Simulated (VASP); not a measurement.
# Y (P6_3/mmc) in VASP: further runs

Y is run at these levels: PBE; tasks: single point, relaxation of cell and atoms.

Everything below comes from runs of VASP 6.6.1. Logs are shortened: lines on timing, memory, paths and dates and some standing lists are left out, and cuts for length are marked.

### 1 The cell of the first run

Symmetry: P6_3/mmc, No. 194, hexagonal system. Conventional cell: a = 3.663 Å, b = 3.663 Å, c = 5.815 Å, α = 90.00°, β = 90.00°, γ = 120.00°. Within 4.7 Å of Y (site symmetry -6m2) lie 12 Y at 3.60 to 3.66 Å.

### 2 Single point, PBE

INCAR reads:

```
PREC = Accurate ; ENCUT = 520
EDIFF = 1E-6 ; ISMEAR = 0
SIGMA = 0.1 ; LREAL = F
LASPH = T ; NELM = 100
ALGO = Normal ; ISIF = 2
LWAVE = F ; LCHARG = F
GGA = PE ; NBANDS = 18
```

KPOINTS reads:

```
Automatic mesh
0
Gamma
  6 6 4
```

POSCAR reads:

```
Y
1.0
    3.6631000000      0.0000000000      0.0000000000
   -1.8315500000      3.1723376566      0.0000000000
    0.0000000000      0.0000000000      5.8147000000
Y
2
Direct
    0.3333333333      0.6666666667      0.2500000000
    0.6666666667      0.3333333333      0.7500000000
```

Potentials or basis: VASP PAW PBE potentials, release 64 (Y_sv).

Command:

```console
cat potpaw_PBE.64/Y_sv/POTCAR > POTCAR
mpirun -np 1 vasp_std > vasp.out
```

OUTCAR:

```text
PREC = Accurate
   ENCUT = 520
   EDIFF = 1E-6
   ISMEAR = 0
   LREAL = F
   LASPH = T
   NELM = 100
   ISIF = 2
   GGA = PE

 ion  position               nearest neighbor table
   1  0.333  0.667  0.250-   2 3.60   2 3.60   2 3.60   2 3.60   2 3.60   2 3.60
   2  0.667  0.333  0.750-   1 3.60   1 3.60   1 3.60   1 3.60   1 3.60   1 3.60

  LATTYP: Found a hexagonal cell.
 ALAT       =     3.6631000000
 C/A-ratio  =     1.5873713521

  Lattice vectors:

 A1 = (   3.6631000000,   0.0000000000,   0.0000000000)
 A2 = (  -1.8315500000,   3.1723376566,   0.0000000000)
 A3 = (   0.0000000000,   0.0000000000,   5.8147000000)

Analysis of symmetry for initial positions (statically):
=====================================================================
 Subroutine PRICEL returns:
 Original cell was already a primitive cell.

 Routine SETGRP: Setting up the symmetry group for a
 hexagonal supercell.

 Subroutine GETGRP returns: Found 24 space group operations
 (whereof 12 operations were pure point group operations)
 out of a pool of 24 trial point group operations.

The static configuration has the point symmetry D_3d.
 The point group associated with its full space group is D_6h.

Analysis of symmetry for dynamics (positions and initial velocities):
=====================================================================
 Subroutine PRICEL returns:
 Original cell was already a primitive cell.

 Routine SETGRP: Setting up the symmetry group for a
 hexagonal supercell.

 Subroutine GETGRP returns: Found 24 space group operations
 (whereof 12 operations were pure point group operations)
 out of a pool of 24 trial point group operations.

The dynamic configuration has the point symmetry D_3d.
 The point group associated with its full space group is D_6h.

 Subroutine INISYM returns: Found 24 space group operations
 (whereof 12 operations are pure point group operations),
 and found     1 'primitive' translations

----------------------------------------------------------------------------------------

                                     Primitive cell

  volume of cell :      67.5702

  direct lattice vectors                    reciprocal lattice vectors
     3.663100000  0.000000000  0.000000000     0.272992820  0.157612478  0.000000000
    -1.831550000  3.172337657  0.000000000     0.000000000  0.315224957  0.000000000
     0.000000000  0.000000000  5.814700000     0.000000000  0.000000000  0.171977918

  length of vectors
     3.663100000  3.663100000  5.814700000     0.315224957  0.315224957  0.171977918

  position of ions in fractional coordinates (direct lattice)
     0.333333333  0.666666667  0.250000000
     0.666666667  0.333333333  0.750000000

  ion indices of the primitive-cell ions
   primitive index   ion index
                 1           1
                 2           2

----------------------------------------------------------------------------------------

 KPOINTS: Automatic mesh

Automatic generation of k-mesh.
 Grid dimensions read from file:
 generate k-points for:    6    6    4

 Generating k-lattice:

  Cartesian coordinates                     Fractional coordinates (reciprocal lattice)
     0.045498803  0.026268746  0.000000000     0.166666667  0.000000000  0.000000000
     0.000000000  0.052537493  0.000000000     0.000000000  0.166666667  0.000000000
     0.000000000  0.000000000  0.042994480     0.000000000  0.000000000  0.250000000

  Length of vectors
     0.052537493  0.052537493  0.042994480

  Shift w.r.t. Gamma in fractional coordinates (k-lattice)
     0.000000000  0.000000000  0.000000000

 Subroutine IBZKPT returns following result:
 ===========================================

 Found     21 irreducible k-points:

 Following reciprocal coordinates:
            Coordinates               Weight
  0.000000  0.000000  0.000000      1.000000
  0.166667  0.000000  0.000000      6.000000
  0.333333  0.000000  0.000000      6.000000
  0.500000  0.000000  0.000000      3.000000
  0.166667  0.166667  0.000000      6.000000
  0.333333  0.166667  0.000000     12.000000
[... 13 lines left out ...]
  0.333333  0.166667  0.500000     12.000000
  0.333333  0.333333  0.500000      2.000000
   k-points           NKPTS =     21   k-points in BZ     NKDIM =     21   number of bands    NBANDS=     18
   number of dos      NEDOS =    301   number of ions     NIONS =      2
   total plane-waves  NPLWV =  37632
   dimension x,y,z NGX =    28 NGY =   28 NGZ =   48
   dimension x,y,z NGXF=    56 NGYF=   56 NGZF=   96
   ions per type =               2
   NGX,Y,Z   is equivalent  to a cutoff of  12.71, 12.71, 13.72 a.u.
   NGXF,Y,Z  is equivalent  to a cutoff of  25.42, 25.42, 27.45 a.u.
 SYSTEM =  unknown system
   PREC   = accura    normal or accurate (medium, high low for compatibility)
   ISTART =      0    job   : 0-new  1-cont  2-samecut
   ICHARG =      2    charge: 1-file 2-atom 10-const
   ISPIN  =      1    spin polarized calculation?
   LNONCOLLINEAR =      F non collinear calculations
   LSORBIT =      F    spin-orbit coupling
   LASPH  =      T    aspherical Exc in radial PAW
   ENCUT  =  520.0 eV  38.22 Ry    6.18 a.u.   6.81  6.81 10.81*2*pi/ulx,y,z
   NELM   =    100;   NELMIN=  2; NELMDL= -5     # of ELM steps
   EDIFF  = 0.1E-05   stopping-criterion for ELM
   LREAL  =      F    real-space projection
   EDIFFG = 0.1E-04   stopping-criterion for IOM
   NSW    =      0    number of steps for IOM
   IBRION =     -1    ionic relax: 0-MD 1-quasi-New 2-CG
   NFREE  =      0    steps in history (QN), initial steepest desc. (CG)
   ISIF   =      2    stress and relaxation
   ISYM   =      2    0-nonsym 1-usesym 2-fastsym
   POTIM  = 0.5000    time-step for ionic-motion
   TEBEG  =    0.0;   TEEND  =   0.0 temperature during run
   PSTRESS=    0.0 pullay stress
   NELECT =      22.0000    total number of electrons
   NUPDOWN=      -1.0000    fix difference up-down
   EMIN   =  10.00;   EMAX   =-10.00  energy-range for DOS
   EFERMI =   0.00;   METHOD = LEGACY
   ISMEAR =     0;   SIGMA  =   0.10  broadening in eV -4-tet -1-fermi 0-gaus
   EFERMI_NEDOS =   21; number of points for ismear=-14 and -15
   IALGO  =     38    algorithm
   IMIX   =      4    mixing-type and parameters
     AMIX     =   0.40;   BMIX     =  1.00
     AMIX_MAG =   1.60;   BMIX_MAG =  1.00
  volume/ion in A,a.u.               =      33.79       227.99
  Fermi-wavevector in a.u.,A,eV,Ry     =   1.126239  2.128283 17.257824  1.268414
  Thomas-Fermi vector in A             =   2.262920
   LORBIT       =      0    0 simple, 1 ext, 2 COOP (PROOUT), +10 PAW based schemes
   GGA     = PE    functional components
   LHFCALC =     F    Hartree Fock is set to
   AEXX    =    0.0000 exact exchange contribution
   IVDW    =     0    specifies the selected vdW correction
   LEPSILON=     F    determine dielectric tensor
   LRPA    =     F    only Hartree local field effects (RPA)
 non-spin polarized calculation
 Gauss-broadening in eV      SIGMA  =   0.10
  energy-cutoff  :      520.00
  volume of cell :       67.57
 maximum number of plane-waves:      1846
 NGX is ok and might be reduce to    28
   NGX = 13   NGY = 13   NGZ = 21

 number of electron      22.0000001 magnetization

 Free energy of the ion-electron system (eV)
  ---------------------------------------------------
  ext. energy  EPLUGINS =         0.00000000
  ---------------------------------------------------
  free energy    TOTEN  =       -12.87821102 eV

  energy without entropy =      -12.85768015  energy(sigma->0) =      -12.86794558

 E-fermi :   2.9156     XC(G=0):  -9.3202

 val. band max:        2.8752621963   @ k =   0.3333   0.1667   0.2500
 cond. band min:       2.9177969938   @ k =   0.5000   0.0000   0.5000
 fundamental gap:      0.0425347975
 Fermi energy:         2.9156004651

 k-point     1 :       0.0000    0.0000    0.0000
  band No.  band energies     occupation
      1     -39.9003      2.00000
      2     -39.8387      2.00000
      3     -20.1276      2.00000
      4     -19.7054      2.00000
      5     -19.7054      2.00000
      6     -19.6288      2.00000
[... 10 lines left out ...]
     17       5.6517      0.00000
     18       5.6517      0.00000

 k-point     2 :       0.1667    0.0000    0.0000
  band No.  band energies     occupation
      1     -39.8887      2.00000
      2     -39.8343      2.00000
      3     -20.0846      2.00000
      4     -19.7930      2.00000
      5     -19.7339      2.00000
      6     -19.7190      2.00000
[... 10 lines left out ...]
     17       5.4326      0.00000
     18       5.6586      0.00000

 k-point     3 :       0.3333    0.0000    0.0000
  band No.  band energies     occupation
      1     -39.8631      2.00000
      2     -39.8276      2.00000
      3     -19.9799      2.00000
      4     -19.9692      2.00000
      5     -19.8885      2.00000
      6     -19.7872      2.00000
[... 10 lines left out ...]
     17       6.5784      0.00000
     18       6.9385      0.00000

 k-point     4 :       0.5000    0.0000    0.0000
  band No.  band energies     occupation
      1     -39.8473      2.00000
      2     -39.8271      2.00000
      3     -20.0571      2.00000
      4     -19.9687      2.00000
      5     -19.9021      2.00000
      6     -19.8127      2.00000
[... 312 lines left out ...]
      4     -19.9712      2.00000
      5     -19.7615      2.00000
      6     -19.7615      2.00000
[... 10 lines left out ...]
     17       6.9764      0.00000
     18       6.9764      0.00000

 k-point    20 :       0.3333    0.1667    0.5000
  band No.  band energies     occupation
      1     -39.8372      2.00000
      2     -39.8372      2.00000
      3     -20.0517      2.00000
      4     -20.0517      2.00000
      5     -19.8216      2.00000
      6     -19.8216      2.00000
[... 10 lines left out ...]
     17       7.5492      0.00000
     18       7.5492      0.00000

 k-point    21 :       0.3333    0.3333    0.5000
  band No.  band energies     occupation
      1     -39.8332      2.00000
      2     -39.8332      2.00000
      3     -20.0236      2.00000
      4     -20.0236      2.00000
      5     -19.9076      2.00000
      6     -19.9076      2.00000
[... 10 lines left out ...]
     17       7.2964      0.00000
     18       7.2964      0.00000

------------------------ aborting loop because EDIFF is reached ----------------------------------------

  FORCE on cell =-STRESS in cart. coord.  units (eV):
  Direction    XX          YY          ZZ          XY          YZ          ZX
  --------------------------------------------------------------------------------------
  -------------------------------------------------------------------------------------
  Total       -0.2322267     -0.2322267     -0.9266190      0.0000000      0.0000000      0.0000000
  in kB       -5.5063943     -5.5063943    -21.9713266      0.0000000      0.0000000      0.0000000
  external PRESSURE =     -10.9947051 kB  Pullay stress =       0.0000000 kB

 VOLUME and BASIS-vectors are now :
 -----------------------------------------------------------------------------
  energy-cutoff  :      520.00
  volume of cell :       67.57
      direct lattice vectors                 reciprocal lattice vectors
     3.663100000  0.000000000  0.000000000     0.272992820  0.157612478  0.000000000
    -1.831550000  3.172337657  0.000000000     0.000000000  0.315224957  0.000000000
     0.000000000  0.000000000  5.814700000     0.000000000  0.000000000  0.171977918

 POSITION                                       TOTAL-FORCE (eV/Angst)
 -----------------------------------------------------------------------------------
     -0.00000      2.11489      1.45368        -0.000000      0.000000      0.000000
      1.83155      1.05745      4.36102         0.000000     -0.000000      0.000000
 -----------------------------------------------------------------------------------
    total drift:                                0.000000     -0.000000      0.000000

  FREE ENERGIE OF THE ION-ELECTRON SYSTEM (eV)
  ---------------------------------------------------
  free  energy   TOTEN  =       -12.8782110176 eV

  energy  without entropy=      -12.8576801508  energy(sigma->0) =      -12.86794558
```

It took 67 s on 1 thread of Intel Xeon 8259CL, shared host; peak memory 0.21 GiB.

What came out:

```
Free energy            : -12.8782 eV
Pressure               : -1.1 GPa
Band gap on the k mesh : zero (bands 11 and 12 overlap by 1.33 eV)
```

Stress tensor (GPa, compression positive):
```
-0.55  0.00  0.00
 0.00 -0.55  0.00
 0.00  0.00 -2.20
```

### 3 Single point, PBE

This run uses another cell than the first one, of 32.83 Å³/atom.

INCAR reads:

```
PREC = Accurate
ENCUT = 520
EDIFF = 1E-7
ISMEAR = 0
SIGMA = 0.1
LREAL = False
LASPH = True
NELM = 100
ALGO = Fast
ISIF = 2
LWAVE = False
LCHARG = False
GGA = PE
NBANDS = 18
```

KPOINTS reads:

```
Automatic mesh
0
Gamma
  15 15 8
```

POSCAR reads:

```
Y
1.0
    3.6549408269      0.0000000000      0.0000000000
   -1.8274704135      3.1652716054      0.0000000000
    0.0000000000      0.0000000000      5.6754605045
Y
2
Direct
    0.3333333333      0.6666666667      0.2500000000
    0.6666666667      0.3333333333      0.7500000000
```

Potentials or basis: VASP PAW PBE potentials, release 64 (Y_sv).

Command:

```console
cat potpaw_PBE.64/Y_sv/POTCAR > POTCAR
mpirun -np 1 vasp_std > vasp.out
```

Wall time 9.7 min (1 thread of Intel Xeon 8259CL, shared host); peak memory 0.3 GiB.

Results (log left out):

```yaml
Free_energy: -12.8764 eV
Pressure: -0.1 GPa
Band_gap_on_the_k_mesh: zero (bands 11 and 12 overlap by 1.47 eV)
```

Levels at points of the mesh, in eV from the Fermi level:
| k point | band 9 | band 10 | band 11 | band 12 | band 13 | band 14 |
| --- | --- | --- | --- | --- | --- | --- |
| (0.00, 0.00, 0.00) | -4.68 | -1.84 | 0.96 | 1.74 | 1.74 | 2.13 |
| (0.00, 0.00, 0.50) | -3.22 | -3.22 | 1.00 | 1.00 | 1.64 | 1.64 |

### 4 Relaxation of cell and atoms, PBE

INCAR reads:

```
  ALGO = Fast
  EDIFF = 1E-6
  EDIFFG = -0.005
  ENCUT = 600
  GGA = PE
  IBRION = 2
  ISIF = 3
  ISMEAR = 0
  LASPH = T
  LCHARG = F
  LREAL = F
  LWAVE = F
  NELM = 60
  NSW = 100
  PREC = Accurate
  SIGMA = 0.1
```

KPOINTS reads:

```
k-points
0
Gamma
  15 15 8
```

POSCAR reads:

```
Y
1.0
    3.6631000000      0.0000000000      0.0000000000
   -1.8315500000      3.1723376566      0.0000000000
    0.0000000000      0.0000000000      5.8147000000
Y
2
Direct
    0.3333333333      0.6666666667      0.2500000000
    0.6666666667      0.3333333333      0.7500000000
```

Command:

```console
cat potpaw_PBE.64/Y_sv/POTCAR > POTCAR
mpirun -np 1 vasp_std > vasp.out
```

It took 18 min on 1 thread of Intel Xeon 8259CL, shared host; peak memory 0.35 GiB.

Results (log left out):

| Property | Result |
| --- | --- |
| Free energy | -12.8766 eV |
| Relaxed volume | 32.75 Å³/atom |
| Relaxed cell | a = 3.653 Å, b = 3.653 Å, c = 5.668 Å, α = 90.00°, β = 90.00°, γ = 120.00° |
| Space group after relaxing (to 0.1 Å) | P6_3/mmc (No. 194) |
| Energy gained by relaxing | 5.9 meV/atom |
| Ionic steps | 6 |
| Pressure after relaxing | 0.0 GPa |
| Band gap on the k mesh | zero (bands 11 and 12 overlap by 1.48 eV) |

Step by step:
| step | energy change (eV) | largest force (eV/Å) | pressure (GPa) | volume (Å³) |
| --- | --- | --- | --- | --- |
| 1 | 0.0000 | 0.0000 | -1.19 | 67.57 |
| 2 | -0.0107 | 0.0000 | 0.23 | 65.15 |
| 3 | -0.0108 | 0.0000 | 0.14 | 65.28 |
| 4 | -0.0116 | 0.0000 | 0.05 | 65.42 |
| 5 | -0.0118 | 0.0000 | 0.02 | 65.49 |
| 6 | -0.0118 | 0.0000 | 0.01 | 65.51 |

Final structure:
```xyz
2
Lattice="3.6531 0.0000 0.0000 -1.8266 3.1637 0.0000 0.0000 0.0000 5.6678" Properties=species:S:1:pos:R:3 pbc="T T T"
Y     0.0000    2.1091    1.4170
Y     1.8266    1.0546    4.2509
```

Levels at points of the mesh, in eV from the Fermi level:
| k point | band 8 | band 9 | band 10 | band 11 | band 12 | band 13 | band 14 | band 15 |
| --- | --- | --- | --- | --- | --- | --- | --- | --- |
| (0.00, 0.00, 0.00) | -22.35 | -4.69 | -1.84 | 0.97 | 1.74 | 1.74 | 2.14 | 2.37 |
| (0.00, 0.00, 0.50) | -22.44 | -3.22 | -3.22 | 1.00 | 1.00 | 1.64 | 1.64 | 1.64 |

### 5 The runs side by side

| task | cell | k mesh | cutoff (eV) | gap on the mesh (eV) | pressure (GPa) |
| --- | --- | --- | --- | --- | --- |
| single point | a = 3.663, b = 3.663, c = 5.815 Å, angles 90.0, 90.0, 120.0°, 2 atoms | 6 × 6 × 4 | 520 | none | -1.1 |
| single point | a = 3.655, b = 3.655, c = 5.675 Å, angles 90.0, 90.0, 120.0°, 2 atoms | 15 × 15 × 8 | 520 | none | -0.1 |
| relaxation of cell and atoms | relaxed from a = 3.663, b = 3.663, c = 5.815 Å, angles 90.0, 90.0, 120.0°, 2 atoms | 15 × 15 × 8 | 600 | none | 0.0 |

Alike in all rows: level PBE; potentials or basis VASP PAW PBE potentials, release 64 (Y_sv); no spin polarisation; smearing gaussian 0.1 eV.

Total energies depend on the potentials used, so only differences within one code and one set of settings carry meaning.

The gap in the log of VASP goes by the Fermi energy; the results here count the filled bands.